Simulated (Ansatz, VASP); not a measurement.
## Two plane-wave programs on SiNi

File INCAR:

```
SYSTEM = SiNi
ALGO     = Normal         ! electronic algorithm
EDIFF    = 1E-6           ! SCF threshold, eV
ENCUT    = 520            ! plane-wave cutoff, eV
GGA      = PE             ! functional
ISIF     = 2              ! what is computed and relaxed
ISMEAR   = 0              ! smearing method
LASPH    = .TRUE.         ! aspherical terms in the spheres
LCHARG   = .TRUE.         ! write CHGCAR
LELF     = .TRUE.         ! ELF
LREAL    = .FALSE.        ! projectors in reciprocal space
LVHAR    = .TRUE.       
LWAVE    = .FALSE.        ! write WAVECAR
NBANDS   = 22             ! bands
NELM     = 100            ! most SCF steps
PREC     = Accurate       ! precision mode
SIGMA    = 0.15           ! smearing width, eV
```

The input KPOINTS:

```
k-points
0
G
  18 16 12
  0 0 0
```

The input POSCAR:

```
SiNi
1.0
    2.8751319129      0.0000000000      0.0000000000
    0.0000000000      3.0661915522      0.0000000000
    0.0000000000      0.0000000000      5.3180467431
Si Ni
2 2
Direct
    0.5000000000      0.5000000000      0.8431827238
    0.0000000000      0.0000000000      0.1568172762
    0.5000000000      0.5000000000      0.3423059774
    0.0000000000      0.0000000000      0.6576940226
```

Input for Ansatz:

```yaml
crystal:
  lattice:
    - [2.8751319129, 0.0, 0.0]
    - [0.0, 3.0661915522, 0.0]
    - [0.0, 0.0, 5.3180467431]
  atoms:
    - { symbol: Si, position: [0.5, 0.5, 0.8431827238] }
    - { symbol: Si, position: [0.0, 0.0, 0.1568172762] }
    - { symbol: Ni, position: [0.5, 0.5, 0.3423059774] }
    - { symbol: Ni, position: [0.0, 0.0, 0.6576940226] }
basis:
  ecutwfc: 420
kpoints:
  mp_grid: { grid: [18, 16, 12] }
hamiltonian:
  xc: pbe
scf:
  occupations: { method: gaussian, width: 0.15 }
output:
  forces: true
  stress: true
  eigenvalues: true
```

Alike in both runs: task single point; functional PBE; k mesh 18 × 16 × 12; occupations gaussian, width 0.15 eV; no spin polarisation.

|  | VASP | Ansatz |
| --- | --- | --- |
| version | VASP 6.6.1 | Ansatz 0.2.0 |
| potentials or method | VASP PAW PBE potentials, release 64 (Si, Ni), cutoff 520 eV | scalar-relativistic, plane waves, PAW |
| valence electrons in the cell | 28 | 44 |

|  | VASP | Ansatz | Ansatz less VASP |
| --- | --- | --- | --- |
| gap on the k mesh at the Fermi level (eV) | none | none | - |
| pressure (GPa) | 0.2 | 0.1 | -0.11 |
| traceless stress, the component that is largest in VASP (GPa) | -15.44 | -15.48 | -0.041 |
| rms of the force components (eV/Å) | 0.122 | 0.131 | +0.0092 |

Atom by atom the forces differ by 0.010 eV/Å (rms over components). A gap of «none» marks a metal or a gap that the smearing closes. With one functional, cell and mesh, what is left measures potentials, basis and numerics. VASP's potentials hold 28 valence electrons a cell and Ansatz's 44, so a difference there can come from the potentials and not from the codes.
